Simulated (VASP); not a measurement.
# SiC4: single point with PBE

The system is SiC4.

```
Si C
1.0
     4.33897    0.00000    0.00000
     0.00000    4.33897    0.00000
     0.00000    0.00000    4.32650
Si C
1 4
Direct
  0.50000 0.50000 0.71235
  0.00000 0.50000 0.84334
  0.50000 0.00000 0.84334
  0.00000 0.50000 0.55441
  0.50000 0.00000 0.55441
```

```yaml
Program: VASP 6.6.1
Task: single point
Functional: PBE
Potentials_or_basis: VASP PAW PBE potentials, release 64 (Si, C)
Cutoff: 520 eV
k_mesh: 4 × 4 × 4
Occupations: gaussian, width 0.1 eV
Spin: no spin polarisation
```

The pressure is -4.0 GPa. The largest force is 1.845 eV/Å and the band gap on the k mesh is zero (band 10 reaches 1.09 eV, above the bottom of band 11 at -0.27 eV).

Forces on the atoms (eV/Å):
```
Si   0.000  0.000  0.078
C    0.000  0.000  1.806
C    0.000  0.000  1.806
C    0.000  0.000 -1.845
C    0.000  0.000 -1.845
```

Stress tensor (GPa, compression positive):
```
-9.94  0.00  0.00
 0.00 -9.94  0.00
 0.00  0.00  7.76
```

Levels at points of the mesh, in eV from the Fermi level:
```csv
k point,band 8,band 9,band 10,band 11,band 12,band 13
"(0.00, 0.00, 0.00)",-1.14,-1.14,-1.01,-0.73,3.47,3.47
"(0.50, 0.00, 0.00)",-2.03,-1.46,-0.95,1.85,1.91,3.88
"(0.50, 0.50, 0.00)",-1.76,-1.76,-0.62,-0.13,3.90,4.59
"(0.00, 0.00, 0.50)",-1.05,-1.05,0.63,0.69,2.63,2.63
"(0.50, 0.00, 0.50)",-1.90,0.03,0.25,0.94,2.27,3.17
"(0.50, 0.50, 0.50)",-1.72,-0.32,-0.32,-0.06,3.22,4.27
```

Wall time 8.8 s on 1 thread of Intel(R) Xeon(R) 6975P-C (Granite Rapids), on a shared host, peak memory 0.17 GiB.

Caveat: the k points lie up to 0.36 Å⁻¹ apart; this functional lacks dispersion, which binds the layers, so the pressure and a relaxed spacing across them are unreliable; forces of over 1 eV/Å act on the atoms, so gaps and moduli don't describe the material at rest.
